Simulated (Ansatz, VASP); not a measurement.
Si3C2 in VASP and in Ansatz

```xyz
10
Lattice="2.9628 -0.1398 -0.1575 1.0998 4.7947 0.0450 0.2073 2.3772 8.6453" Properties=species:S:1:pos:R:3 pbc="T T T"
Si    2.2542    5.2597    4.3527
Si    2.8860    3.2609    8.1699
Si    4.1108    5.9149    6.8944
Si    0.0055    2.0983    2.0115
Si    1.4278    3.4566    5.6661
Si    3.1994    4.3699    1.6588
C     1.4612    1.5718    5.8122
C     1.5824    3.1880    1.8375
C     1.3959    4.1840    7.4498
C     3.6800    5.4423    3.1562
```

Change from the starting cell: the structure that the rattled cell fell into.

Alike in both runs: functional PBE; k mesh 6 × 4 × 2; occupations gaussian, width 0.1 eV; no spin polarisation.

Ansatz relaxed the structure, and its values are those at the end. VASP's run is a single point on that final structure, the one shown.

|  | VASP | Ansatz |
| --- | --- | --- |
| version | VASP 6.6.1 | Ansatz 0.2.0 |
| potentials or method | VASP PAW PBE potentials, release 64 (Si, C), cutoff 520 eV | scalar-relativistic, plane waves, PAW |
| valence electrons in the cell | 40 | 40 |

VASP gave:

- gap on the k mesh at the Fermi level (eV): none
- pressure (GPa): 0.0
- rms of the force components (eV/Å): 0.009

**Question.** What did Ansatz give for the same quantities?

**Answer.** gap on the k mesh at the Fermi level (eV): none; pressure (GPa): 0.0; rms of the force components (eV/Å): 0.006.

A gap of «none» marks a metal or a gap that the smearing closes.

The k mesh is coarse, so the values compare programs but aren't converged.
